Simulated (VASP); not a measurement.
# MgS (F-43m) in VASP: further runs

MgS is run at these levels: r2SCAN; tasks: dielectric tensor.

Everything below comes from runs of VASP 6.6.1. Logs are shortened: lines on timing, memory, paths and dates and some standing lists are left out, and cuts for length are marked.

## 1. The cell of the first run

Symmetry: F-43m, No. 216, cubic system. Conventional cell: a = 5.549 Å, b = 5.549 Å, c = 5.549 Å, α = 90.00°, β = 90.00°, γ = 90.00°. Within 3.2 Å of Mg (site symmetry -43m) lie 4 S at 2.40 Å. S (site symmetry -43m) has 4 Mg at 2.40 Å within 3.2 Å.

## 2. Dielectric tensor, r2SCAN (strain -2.0%)

File INCAR:

```
PREC = Accurate ; ENCUT = 520
EDIFF = 1E-8 ; ISMEAR = 0
SIGMA = 0.01 ; LREAL = False
LASPH = True ; NELM = 100
ALGO = Normal ; ISIF = 2
LWAVE = False ; LCHARG = False
METAGGA = R2SCAN ; LMIXTAU = True
LCALCEPS = True
```

File KPOINTS:

```
Automatic mesh
0
Gamma
  6 6 6
```

File POSCAR:

```
MgS
1.0
    0.0000000000      2.7742593044      2.7742593044
    2.7742593044      0.0000000000      2.7742593044
    2.7742593044      2.7742593044      0.0000000000
Mg S
1 1
Direct
    0.0000000000      0.0000000000      0.0000000000
    0.2500000000      0.2500000000      0.2500000000
```

Potentials or basis: VASP PAW PBE potentials, release 64 (Mg, S).

Command:

```bash
$ cat potpaw_PBE.64/Mg/POTCAR potpaw_PBE.64/S/POTCAR > POTCAR
$ mpirun -np 1 vasp_std > vasp.out
```

OUTCAR:

```text
PREC = Accurate
   ENCUT = 520
   EDIFF = 1E-8
   ISMEAR = 0
   LREAL = False
   LASPH = True
   NELM = 100
   ISIF = 2
   METAGGA = R2SCAN

 ion  position               nearest neighbor table
   1  0.000  0.000  0.000-   2 2.40   2 2.40   2 2.40   2 2.40
   2  0.250  0.250  0.250-   1 2.40   1 2.40   1 2.40   1 2.40

  LATTYP: Found a face centered cubic cell.
 ALAT       =     5.5485186088

  Lattice vectors:

 A1 = (   0.0000000000,   2.7742593044,   2.7742593044)
 A2 = (   2.7742593044,   0.0000000000,   2.7742593044)
 A3 = (   2.7742593044,   2.7742593044,   0.0000000000)

Analysis of symmetry for initial positions (statically):
=====================================================================
 Subroutine PRICEL returns:
 Original cell was already a primitive cell.

 Routine SETGRP: Setting up the symmetry group for a
 face centered cubic supercell.

 Subroutine GETGRP returns: Found 24 space group operations
 (whereof 24 operations were pure point group operations)
 out of a pool of 48 trial point group operations.

The static configuration has the point symmetry T_d .

Analysis of symmetry for dynamics (positions and initial velocities):
=====================================================================
 Subroutine PRICEL returns:
 Original cell was already a primitive cell.

 Routine SETGRP: Setting up the symmetry group for a
 face centered cubic supercell.

 Subroutine GETGRP returns: Found 24 space group operations
 (whereof 24 operations were pure point group operations)
 out of a pool of 48 trial point group operations.

The dynamic configuration has the point symmetry T_d .

 Subroutine INISYM returns: Found 24 space group operations
 (whereof 24 operations are pure point group operations),
 and found     1 'primitive' translations

----------------------------------------------------------------------------------------

                                     Primitive cell

  volume of cell :      42.7043

  direct lattice vectors                    reciprocal lattice vectors
     0.000000000  2.774259304  2.774259304    -0.180228286  0.180228286  0.180228286
     2.774259304  0.000000000  2.774259304     0.180228286 -0.180228286  0.180228286
     2.774259304  2.774259304  0.000000000     0.180228286  0.180228286 -0.180228286

  length of vectors
     3.923395134  3.923395134  3.923395134     0.312164549  0.312164549  0.312164549

  position of ions in fractional coordinates (direct lattice)
     0.000000000  0.000000000  0.000000000
     0.250000000  0.250000000  0.250000000

  ion indices of the primitive-cell ions
   primitive index   ion index
                 1           1
                 2           2

----------------------------------------------------------------------------------------

 KPOINTS: Automatic mesh

Automatic generation of k-mesh.
 Grid dimensions read from file:
 generate k-points for:    6    6    6

 Generating k-lattice:

  Cartesian coordinates                     Fractional coordinates (reciprocal lattice)
    -0.030038048  0.030038048  0.030038048     0.166666667  0.000000000  0.000000000
     0.030038048 -0.030038048  0.030038048     0.000000000  0.166666667  0.000000000
     0.030038048  0.030038048 -0.030038048     0.000000000  0.000000000  0.166666667

  Length of vectors
     0.052027425  0.052027425  0.052027425

  Shift w.r.t. Gamma in fractional coordinates (k-lattice)
     0.000000000  0.000000000  0.000000000

 Subroutine IBZKPT returns following result:
 ===========================================

 Found     16 irreducible k-points:

 Following reciprocal coordinates:
            Coordinates               Weight
  0.000000  0.000000  0.000000      1.000000
  0.166667  0.000000  0.000000      8.000000
  0.333333  0.000000  0.000000      8.000000
  0.500000  0.000000  0.000000      4.000000
  0.166667  0.166667  0.000000      6.000000
  0.333333  0.166667  0.000000     24.000000
[... 8 lines left out ...]
 -0.333333  0.333333  0.166667     24.000000
 -0.333333  0.500000  0.166667     12.000000
   k-points           NKPTS =     16   k-points in BZ     NKDIM =     16   number of bands    NBANDS=      8
   number of dos      NEDOS =    301   number of ions     NIONS =      2
   total plane-waves  NPLWV =  27000
   dimension x,y,z NGX =    30 NGY =   30 NGZ =   30
   dimension x,y,z NGXF=    60 NGYF=   60 NGZF=   60
   ions per type =               1   1
   NGX,Y,Z   is equivalent  to a cutoff of  12.71, 12.71, 12.71 a.u.
   NGXF,Y,Z  is equivalent  to a cutoff of  25.42, 25.42, 25.42 a.u.
 SYSTEM =  unknown system
   PREC   = accura    normal or accurate (medium, high low for compatibility)
   ISTART =      0    job   : 0-new  1-cont  2-samecut
   ICHARG =      2    charge: 1-file 2-atom 10-const
   ISPIN  =      1    spin polarized calculation?
   LNONCOLLINEAR =      F non collinear calculations
   LSORBIT =      F    spin-orbit coupling
   LASPH  =      T    aspherical Exc in radial PAW
   ENCUT  =  520.0 eV  38.22 Ry    6.18 a.u.   7.29  7.29  7.29*2*pi/ulx,y,z
   NELM   =    100;   NELMIN=  2; NELMDL= -5     # of ELM steps
   EDIFF  = 0.1E-07   stopping-criterion for ELM
   LREAL  =      F    real-space projection
   EDIFFG = 0.1E-06   stopping-criterion for IOM
   NSW    =      0    number of steps for IOM
   IBRION =     -1    ionic relax: 0-MD 1-quasi-New 2-CG
   NFREE  =      0    steps in history (QN), initial steepest desc. (CG)
   ISIF   =      2    stress and relaxation
   ISYM   =      2    0-nonsym 1-usesym 2-fastsym
   POTIM  = 0.5000    time-step for ionic-motion
   TEBEG  =    0.0;   TEEND  =   0.0 temperature during run
   PSTRESS=    0.0 pullay stress
   NELECT =       8.0000    total number of electrons
   NUPDOWN=      -1.0000    fix difference up-down
   EMIN   =  10.00;   EMAX   =-10.00  energy-range for DOS
   EFERMI =   0.00;   METHOD = LEGACY
   ISMEAR =     0;   SIGMA  =   0.01  broadening in eV -4-tet -1-fermi 0-gaus
   EFERMI_NEDOS =   21; number of points for ismear=-14 and -15
   IALGO  =     38    algorithm
   IMIX   =      4    mixing-type and parameters
     AMIX     =   0.40;   BMIX     =  1.00
     AMIX_MAG =   1.60;   BMIX_MAG =  1.00
  volume/ion in A,a.u.               =      21.35       144.09
  Fermi-wavevector in a.u.,A,eV,Ry     =   0.936730  1.770163 11.938611  0.877463
  Thomas-Fermi vector in A             =   2.063769
   LORBIT       =      0    0 simple, 1 ext, 2 COOP (PROOUT), +10 PAW based schemes
   METAGGA = R2SCAN    functional components
   LHFCALC =     F    Hartree Fock is set to
   AEXX    =    0.0000 exact exchange contribution
   IVDW    =     0    specifies the selected vdW correction
   LEPSILON=     F    determine dielectric tensor
   LRPA    =     F    only Hartree local field effects (RPA)
   LRPA       =     F
 non-spin polarized calculation
 Gauss-broadening in eV      SIGMA  =   0.01
  energy-cutoff  :      520.00
  volume of cell :       42.70
 maximum number of plane-waves:      1167
 NGX is ok and might be reduce to    30
   NGX = 15   NGY = 15   NGZ = 15

 number of electron       7.9999999 magnetization

 Free energy of the ion-electron system (eV)
  ---------------------------------------------------
  ext. energy  EPLUGINS =         0.00000000
  ---------------------------------------------------
  free energy    TOTEN  =       -15.42200736 eV

  energy without entropy =      -15.42200736  energy(sigma->0) =      -15.42200736

 E-fermi :   1.2353     XC(G=0):  -9.0210

 val. band max:        1.1580548787   @ k =   0.0000   0.0000   0.0000
 cond. band min:   10000.0000000000   @ k =   0.0000   0.0000   0.0000
 fundamental gap:   9998.8419451213
 Fermi energy:         1.2352521340

 k-point     1 :       0.0000    0.0000    0.0000
  band No.  band energies     occupation
      1     -10.7951      2.00000
      2       1.1576      2.00000
      3       1.1578      2.00000
      4       1.1581      2.00000
      5   10000.0000      0.00000
      6   10000.0000      0.00000
      7   10000.0000      0.00000
      8   10000.0000      0.00000
[... 243 lines left out ...]
 k-point    24 :       0.0000    0.3333    0.1667
  band No.  band energies     occupation
      1     -10.2405      2.00000
      2      -1.0644      2.00000
      3       0.5495      2.00000
      4       0.6025      2.00000
      5   10000.0000      0.00000
      6   10000.0000      0.00000
      7   10000.0000      0.00000
      8   10000.0000      0.00000

 [... further k-points ...]

------------------------ aborting loop because EDIFF is reached ----------------------------------------

            Ionic dipole moment: p[ion]=(     8.32278     8.32278     8.32278 ) |e| Angst

 Total electronic dipole moment: p[elc]=(     0.00315     0.00315     0.00965 ) |e| Angst

 MACROSCOPIC STATIC DIELECTRIC TENSOR (including local field effects)
 ------------------------------------------------------
           3.752626     0.000000    -0.000000
           0.000000     3.752626     0.000000
           0.000000     0.000000     3.752626
 ------------------------------------------------------

 PIEZOELECTRIC TENSOR (including local field effects) (e Angst)
          XX          YY          ZZ          XY          YZ          ZX
  --------------------------------------------------------------------------------
  x     0.00000     0.00000     0.00000     0.00000    -0.99780     0.00000
  y     0.00000     0.00000     0.00000     0.00000    -0.00000    -0.99780
  z    -0.00000    -0.00000     0.00000    -0.99780     0.00000    -0.00000

 PIEZOELECTRIC TENSOR (including local field effects) (C/m^2)
          XX          YY          ZZ          XY          YZ          ZX
  --------------------------------------------------------------------------------
  x     0.00000     0.00000     0.00000     0.00000    -0.37435     0.00000
  y     0.00000     0.00000     0.00000     0.00000    -0.00000    -0.37435
  z    -0.00000    -0.00000     0.00000    -0.37435     0.00000    -0.00000

 BORN EFFECTIVE CHARGES (including local field effects) (in |e|, cummulative output)
 ---------------------------------------------------------------------------------
 ion    1
    1     1.85481    -0.00000     0.00000
    2     0.00000     1.85481     0.00000
    3    -0.00000     0.00000     1.85481
 ion    2
    1    -1.85481     0.00000     0.00000
    2     0.00000    -1.85481    -0.00000
    3     0.00000    -0.00000    -1.85481

  FORCE on cell =-STRESS in cart. coord.  units (eV):
  Direction    XX          YY          ZZ          XY          YZ          ZX
  --------------------------------------------------------------------------------------
  -------------------------------------------------------------------------------------
  Total        1.0221704      1.0221704      1.0221704      0.0000000      0.0000000     -0.0000000
  in kB       38.3497655     38.3497655     38.3497655      0.0000000      0.0000000     -0.0000000
  external PRESSURE =      38.3497655 kB  Pullay stress =       0.0000000 kB

 VOLUME and BASIS-vectors are now :
 -----------------------------------------------------------------------------
  energy-cutoff  :      520.00
  volume of cell :       42.70
      direct lattice vectors                 reciprocal lattice vectors
     0.000000000  2.774259304  2.774259304    -0.180228286  0.180228286  0.180228286
     2.774259304  0.000000000  2.774259304     0.180228286 -0.180228286  0.180228286
     2.774259304  2.774259304  0.000000000     0.180228286  0.180228286 -0.180228286

 POSITION                                       TOTAL-FORCE (eV/Angst)
 -----------------------------------------------------------------------------------
      0.00000      0.00000      0.00000         0.000000     -0.000000     -0.000000
      1.38713      1.38713      1.38713        -0.000000      0.000000      0.000000
 -----------------------------------------------------------------------------------
    total drift:                               -0.000002     -0.000002     -0.000002

  FREE ENERGIE OF THE ION-ELECTRON SYSTEM (eV)
  ---------------------------------------------------
  free  energy   TOTEN  =       -15.4220073594 eV

  energy  without entropy=      -15.4220073594  energy(sigma->0) =      -15.42200736
```

Wall time 21 min (1 thread of Intel Xeon Platinum 8259CL at 2.50GHz (Skylake/Cascade Lake), shared host); peak memory 0.28 GiB.

Results:

* Band gap on the k mesh: 4.27 eV (least direct gap 4.46 eV)
* Electronic dielectric tensor (diagonal): 3.75
* Born charges (mean of the diagonal): Mg +1.85; S -1.85 e

Electronic dielectric tensor:
```
3.75 0.00 0.00
0.00 3.75 0.00
0.00 0.00 3.75
```

Born effective charge tensors (e):
atom 1, Mg
```
1.85 0.00 0.00
0.00 1.85 0.00
0.00 0.00 1.85
```
atom 2, S
```
-1.85  0.00  0.00
 0.00 -1.85  0.00
 0.00  0.00 -1.85
```

Dipole moments of the cell (e·Å, modulo the quantum): ionic 8.323, 8.323, 8.323; electronic 0.003, 0.003, 0.010

Caveat: the cell differs from its parent crystal (strain -2.0%); the structure was generated, so it needn't be the stable form of MgS; the PAW data sets were made with another functional, which shifts forces and pressure a little.

(Continued in part 2 of 2.)

The gap in the log of VASP goes by the Fermi energy; the results here count the filled bands.